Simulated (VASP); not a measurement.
A run of VASP 6.6.1 is set up as follows.

The input INCAR:

```
  ALGO = Normal
  EDIFF = 1E-6
  ENCUT = 520
  GGA = PE
  ISIF = 2
  ISMEAR = 0
  IVDW = 12
  LASPH = T
  LCHARG = F
  LREAL = F
  LWAVE = F
  NBANDS = 20
  NELM = 60
  PREC = Accurate
  SIGMA = 0.05
```

The input KPOINTS:

```
k-points
0
Gamma
  9 9 4
```

File POSCAR:

```
Al2O3
1.0
    2.8099000000      0.0000000000      0.0000000000
   -1.4049500000      2.4334447821      0.0000000000
    0.0000000000      0.0000000000      7.5151000000
Al O
2 3
Direct
    0.0000000000      0.0000000000      0.1907358529
    0.0000000000      0.0000000000      0.8092641471
    0.3333333333      0.6666666667      0.2840924954
    0.6666666667      0.3333333333      0.0000000000
    0.3333333333      0.6666666667      0.7159075046
```

Potentials or basis: VASP PAW PBE potentials, release 64 (Al, O).

Launch:

```sh
$ cat potpaw_PBE.64/Al/POTCAR potpaw_PBE.64/O/POTCAR > POTCAR
$ mpirun -np 1 vasp_std > vasp.out
```

Question: What does it give for the pressure?

Answer: 5.4 GPa.

Question: What does it give for the band gap on the k mesh?

Answer: 5.13 eV, indirect (least direct gap 5.28 eV).

Forces on the atoms (eV/Å):
```
Al   0.000  0.000 -0.737
Al   0.000  0.000  0.737
O    0.000  0.000  0.061
O    0.000  0.000  0.000
O    0.000  0.000 -0.061
```

A k mesh can miss the band edges. As with any semilocal functional, this PBE gap is likely too small.
